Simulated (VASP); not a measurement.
# BW16 (a cell with a defect): single point with LDA

The system is BW16 (a cell with a defect).

```
CELL_PARAMETERS angstrom
6.32000 0.00000 0.00000
0.00000 6.32000 0.00000
0.00000 0.00000 6.32000
ATOMIC_POSITIONS crystal
W 0.00039 0.99270 0.99568
W 0.50040 0.99274 0.00145
W 0.00035 0.49283 0.00149
W 0.00039 0.99276 0.50250
W 0.23974 0.23211 0.24921
W 0.50042 0.49288 0.05235
W 0.50040 0.99256 0.49710
W 0.76101 0.23211 0.24921
W 0.00034 0.49268 0.49707
W 0.23969 0.75341 0.24918
W 0.25239 0.24483 0.74923
W 0.50042 0.49289 0.44604
W 0.76103 0.75334 0.24918
W 0.74836 0.24493 0.74923
W 0.25239 0.74082 0.74936
W 0.74837 0.74074 0.74937
B 0.50046 0.49309 0.74918
```

```yaml
Program: VASP 6.6.1
Task: single point
Functional: LDA
Potentials_or_basis: VASP PAW LDA potentials, release 64 (W_sv, B)
Cutoff: 520 eV
k_mesh: 2 × 2 × 2
Occupations: fermi-dirac, width 0.05 eV
Spin: no spin polarisation
Dipole_correction: no
Further_INCAR_settings: LREAL = Auto; ALGO = Normal; EDIFF = 1e-06; NBANDS = 128
```

| Property | Result |
| --- | --- |
| Pressure | 4.7 GPa |
| Largest force | 0.106 eV/Å |
| Band gap on the k mesh | zero (an odd number of electrons rules out a gap without spin polarisation) |

Forces on the atoms (eV/Å):
```
W   -0.003  0.017 -0.007
W   -0.003  0.011 -0.004
W    0.005 -0.010 -0.009
W   -0.003 -0.003  0.035
W    0.008  0.004  0.000
W   -0.007 -0.017 -0.105
W   -0.002  0.026 -0.002
W   -0.003 -0.002  0.001
W    0.006  0.011  0.002
W    0.004 -0.003  0.009
W    0.029  0.022 -0.002
W   -0.008 -0.014  0.100
W    0.005  0.010  0.009
W   -0.022  0.004 -0.004
W    0.017 -0.023 -0.017
W   -0.011 -0.006 -0.017
B   -0.011 -0.028  0.010
```

Stress tensor (GPa, compression positive):
```
-0.35  0.00  0.00
 0.00 -0.37  0.01
 0.00  0.01 14.71
```

Levels at points of the mesh, in eV from the Fermi level:
```
           k point  band 111  band 112  band 113  band 114  band 115  band 116
(0.00, 0.00, 0.00)     -0.23     -0.23      0.30      0.78      0.80      0.81
(0.50, 0.00, 0.00)     -0.79     -0.39     -0.23     -0.22      0.07      0.61
(0.00, 0.50, 0.00)     -0.79     -0.39     -0.23     -0.22      0.07      0.61
(0.00, 0.00, 0.50)     -0.79     -0.36     -0.28      0.01      0.56      0.81
(0.50, 0.50, 0.00)     -0.42     -0.41     -0.19     -0.19      0.14      0.21
(0.00, 0.50, 0.50)     -0.72     -0.68     -0.29      0.02      0.08      0.24
(0.50, 0.00, 0.50)     -0.72     -0.68     -0.29      0.01      0.08      0.24
(0.50, 0.50, 0.50)     -2.45     -2.45     -0.90      1.98      2.00      2.01
```

Run time: 14 min on 1 thread of Intel Xeon 8259CL (shared host), peak memory 0.37 GiB.

Caveat: the k points lie up to 0.50 Å⁻¹ apart, too coarse for converged energies and pressures of a metal; spin-orbit coupling is left out, which moves the levels of the heavy elements.
